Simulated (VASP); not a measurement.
Wanted: the native input for a VASP 6.6.1 run.

| Property | Result |
| --- | --- |
| Task | single point |
| Functional | PBE |
| Dispersion | D3(BJ) |
| Potentials or basis | VASP PAW PBE potentials, release 64 (O_h) |
| Cutoff | 910 eV |
| k mesh | 1 × 1 × 1 |
| Occupations | fermi-dirac, width 0.05 eV |
| Spin | collinear spin, ferromagnetic start |
| Starting moments | [1.0, 1.0, 1.0, 1.0, 1.0, 1.0, 1.0, 1.0, 1.0, 1.0, 1.0, 1.0, 1.0, 1.0, 1.0, 1.0, 1.0, 1.0, 1.0, 1.0, 1.0, 1.0, 1.0, 1.0] μB |
| Dipole correction | no |
| Further INCAR settings | LREAL = Auto; ALGO = Normal; EDIFF = 1e-06; NBANDS = 94 |

The structure of O lies in POSCAR:

```
O
1.0
    8.2621490000      0.0000000000      0.0000000000
    0.0000000000      8.2621490000      0.0000000000
    0.0000000000      0.0000000000      8.2621490000
O
24
Direct
   -0.0751620432      0.8996811846      0.2415352229
    0.0152381662      0.8645571509      0.1365262234
    0.7409452432      0.2804718240      0.6226104129
    0.8393578959      0.2033248251      0.6978813865
    0.5438173531      0.9028764792      0.5316897577
    0.5815315120      0.9872128910      0.4132581003
    0.2323729577      0.5673342371      0.6745823635
    0.1432557074      0.5087780431      0.5767385701
    0.8831479558      0.7295801613      0.5192232675
    0.7831739660      0.6599251599      0.4448116344
    0.3706299656      0.7162059169      0.3081643771
    0.4461188003      0.7009677506      0.1814661052
    0.5976653290      0.3272393175      0.1897327197
    0.7104083937      0.3749629788      0.1077443653
    0.3994118237      0.2924299719      0.8961833053
    0.2754973313      0.2189987133      0.8701731232
    0.0813710815      0.4274190649      0.0795797800
   -0.0085691991      0.4771881989     -0.0202247623
    0.6755627380     -0.0471426986      0.0005325491
    0.5367126640     -0.0409578670     -0.0480383493
    0.1919960533      0.1506750847      0.5461896173
    0.2129107088      0.1034476623      0.4068433043
    0.6834904575      0.6374370639      0.8088452532
    0.5414813991      0.6379454062      0.7739148737
```

These files were run (other wordings do the same):

INCAR

```
ALGO = Normal ; EDIFF = 1E-6
ENCUT = 910 ; GGA = PE
GGA_COMPAT = False ; ISIF = 2
ISMEAR = -1 ; ISPIN = 2
IVDW = 12 ; LASPH = True
LCHARG = False ; LORBIT = 11
LREAL = Auto ; LWAVE = False
MAGMOM = 1 1 1 1 1 1 1 1 1 1 1 1 1 1 1 1 1 1 1 1 1 1 1 1 ; NBANDS = 94
NELM = 200 ; PREC = Accurate
SIGMA = 0.05
```

KPOINTS

```
k-points
0
Gamma
  1 1 1
```

Potentials or basis: VASP PAW PBE potentials, release 64 (O_h).

Launch:

```console
$ cat potpaw_PBE.64/O_h/POTCAR > POTCAR
$ mpirun -np 1 vasp_gam > vasp.out
```

Results of the run:

```yaml
Pressure: 1.2 GPa
Largest_force: 3.154 eV/Å
Net_moment: 24.00 μB per cell
Site_moments: O +0.62, +0.61 (each value once) μB
Valence_electrons_inside_the_program's_atomic_spheres: O 3.34, 3.32, 3.30, 3.29, 3.33, 3.31 (each value once)
Dispersion_energy_per_atom: -0.032 eV
```

Caveat: the k points lie up to 0.76 Å⁻¹ apart; the cutoff is under 1.25 times the usual one of these potentials, so pressure, stress and relaxed cells hold a basis-set (Pulay) error.

It took 6.6 min on 1 thread of Intel(R) Xeon(R) Platinum 8259CL CPU @ 2.50GHz (Skylake/Cascade Lake) (shared host), peak memory 1.3 GiB.
